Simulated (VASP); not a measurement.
Crystal: NiO2.

```
CELL_PARAMETERS angstrom
2.76309 0.00000 0.00000
-1.38154 2.39290 0.00000
0.00000 0.00000 4.20625
ATOMIC_POSITIONS crystal
Ni 0.00000 0.00000 0.50000
O 0.66667 0.33333 0.71859
O 0.33333 0.66667 0.28141
```

Base run:

| Property | Result |
| --- | --- |
| Program | VASP 6.6.1 |
| Functional | LDA |
| Potentials or basis | VASP PAW LDA potentials, release 64 (Ni_sv_GW, O) |
| Cutoff | 600 eV |
| k mesh | 12 × 12 × 6 |
| Occupations | gaussian, width 0.02 eV |
| Spin | no spin polarisation |

Its results: band gap on the k mesh 0.76 eV, indirect (least direct gap 1.01 eV); pressure 0.0 GPa; largest force 0.108 eV/Å.

Question: The run is repeated on the same cell with these changes: potentials or basis from VASP PAW LDA potentials, release 64 (Ni_sv_GW, O) to VASP PAW LDA potentials, release 64 (Ni, O); cutoff from 600 eV to 520 eV; further incar settings from ALGO = Normal; EDIFF = 1e-06; NBANDS = 22 to ALGO = Normal; EDIFF = 1e-07; NBANDS = 18; valence electrons from 30 to 22. What comes out?

Answer: Band gap on the k mesh 0.74 eV, indirect (least direct gap 0.99 eV); pressure 1.1 GPa; largest force 0.093 eV/Å.

A k mesh can miss the band edges.
